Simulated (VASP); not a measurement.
The system is Cd.

```
Cd
1.0
     2.91806    0.00000    0.00000
    -1.45903    2.52711    0.00000
     0.00000    0.00000    5.50297
Cd
2
Direct
  0.66667 0.33333 0.75000
  0.33333 0.66667 0.25000
```

Base run:

| Item | Value |
| --- | --- |
| Program | VASP 6.6.1 |
| Functional | PBEsol |
| Potentials or basis | VASP PAW PBE potentials, release 64 (Cd) |
| Cutoff | 520 eV |
| k mesh | 10 × 10 × 5 |
| Occupations | fermi-dirac, width 0.05 eV |
| Spin | no spin polarisation |

Its results: band gap on the k mesh zero (band 12 reaches 4.33 eV, above the bottom of band 13 at 0.26 eV); pressure 2.9 GPa.

Task: The run is repeated on the same cell with these changes: functional from PBEsol to r2SCAN; further incar settings from ALGO = Normal; EDIFF = 1e-06; NBANDS = 19 to ALGO = Normal; EDIFF = 1e-07; NBANDS = 19. What comes out?

Result: Band gap on the k mesh zero (band 12 reaches 4.55 eV, above the bottom of band 13 at 0.28 eV); pressure 5.5 GPa.

Caveats: the PAW data sets were made with another functional, which shifts forces and pressure a little.
